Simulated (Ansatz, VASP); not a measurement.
# One calculation of Yb, two programs

```xyz
1
Lattice="-2.0523 2.0523 2.0523 2.0523 -2.0523 2.0523 2.0523 2.0523 -2.0523" Properties=species:S:1:pos:R:3 pbc="T T T"
Yb    0.0000    0.0000    0.0000
```

Alike in both runs: task electric field gradients; functional PBE; k mesh 15 × 15 × 15; occupations fermi-dirac, width 0.05 eV; no spin polarisation.

|  | VASP | Ansatz |
| --- | --- | --- |
| version | VASP 6.6.1 | Ansatz 0.2.0 |
| potentials or method | VASP PAW PBE potentials, release 64 (Yb) | PAW with Ansatz's default frozen-core files, scalar-relativistic |
| plane-wave cutoff (eV) | 520 | 420 |
| valence electrons in the cell | 24 | 24 |

|  | VASP | Ansatz | Ansatz less VASP |
| --- | --- | --- | --- |
| pressure (GPa) | -0.3 | 0.0 | +0.28 |

Spin-orbit coupling is off throughout.
